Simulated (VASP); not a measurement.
The system is LuSb.

```
CELL_PARAMETERS angstrom
0.00000 3.03933 3.03933
3.03933 0.00000 3.03933
3.03933 3.03933 0.00000
ATOMIC_POSITIONS crystal
Lu 0.00000 0.00000 0.00000
Sb 0.50000 0.50000 0.50000
```

```yaml
Program: VASP 6.6.1
Task: relaxation of cell and atoms
Functional: PBEsol
Potentials_or_basis: VASP PAW PBE potentials, release 64 (Lu, Sb)
Cutoff: 600 eV
k_mesh: 14 × 14 × 14
Occupations: fermi-dirac, width 0.1 eV
Spin: no spin polarisation
```

At the start: pressure -2.3 GPa; volume 28.08 Å³/atom.

Problem. How do energy, volume and symmetry change on relaxing?

Solution. Over 3 steps the energy falls by 7.6 meV/atom and the volume is 27.05 Å³/atom (-3.6 %); space group Fm-3m (No. 225, to 0.1 Å) before and after.

Step by step:
| step | energy change (eV) | largest force (eV/Å) | pressure (GPa) | volume (Å³) |
| --- | --- | --- | --- | --- |
| 1 | 0.0000 | 0.0000 | -2.29 | 56.15 |
| 2 | -0.0098 | 0.0000 | 1.60 | 52.96 |
| 3 | -0.0152 | 0.0000 | 0.01 | 54.10 |

Final structure:
```
Lu Sb
1.0
     0.00000    3.00190    3.00190
     3.00190    0.00000    3.00190
     3.00190    3.00190    0.00000
Lu Sb
1 1
Direct
  0.00000 0.00000 0.00000
  0.50000 0.50000 0.50000
```

Caveat: the PAW data sets were made with another functional, which shifts forces and pressure a little.
